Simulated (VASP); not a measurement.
A run of VASP 6.6.1 is set up as follows.

INCAR

```
SYSTEM = CsCl
ALGO = Normal ; EDIFF = 1E-6
ENCUT = 500 ; GGA = PS
GGA_COMPAT = .FALSE. ; ISIF = 2
ISMEAR = 0 ; LASPH = .TRUE.
LCHARG = .FALSE. ; LREAL = .FALSE.
LWAVE = .FALSE. ; NBANDS = 15
NELM = 120 ; PREC = Accurate
SIGMA = 0.01
```

The input KPOINTS:

```
k-points
0
G
  6 6 6
  0 0 0
```

Contents of POSCAR:

```
CsCl
1.0
    4.0653446562      0.0000000000      0.0000000000
    0.0000000000      4.0653446562      0.0000000000
    0.0000000000      0.0000000000      4.0450179329
Cs Cl
1 1
Direct
    0.0000000000      0.0000000000      0.0000000000
    0.5000000000      0.5000000000      0.5000000000
```

Potentials or basis: VASP PAW PBE potentials, release 64 (Cs_sv, Cl).

Launch:

```sh
$ cat potpaw_PBE.64/Cs_sv/POTCAR potpaw_PBE.64/Cl/POTCAR > POTCAR
$ mpirun -np 1 vasp_std > vasp.out
```

What does it give for the band gap on the k mesh?

5.19 eV, direct.

Predict the pressure.

0.2 GPa.

Stress tensor (GPa, compression positive):
```
0.13 0.00 0.00
0.00 0.13 0.00
0.00 0.00 0.28
```

Caveat: the cell differs from its parent crystal (z stretched by -0.5 %, x and y held); the PAW data sets were made with another functional, which shifts forces and pressure a little; spin-orbit coupling is left out, which moves the levels of the heavy elements. A k mesh can miss the band edges.
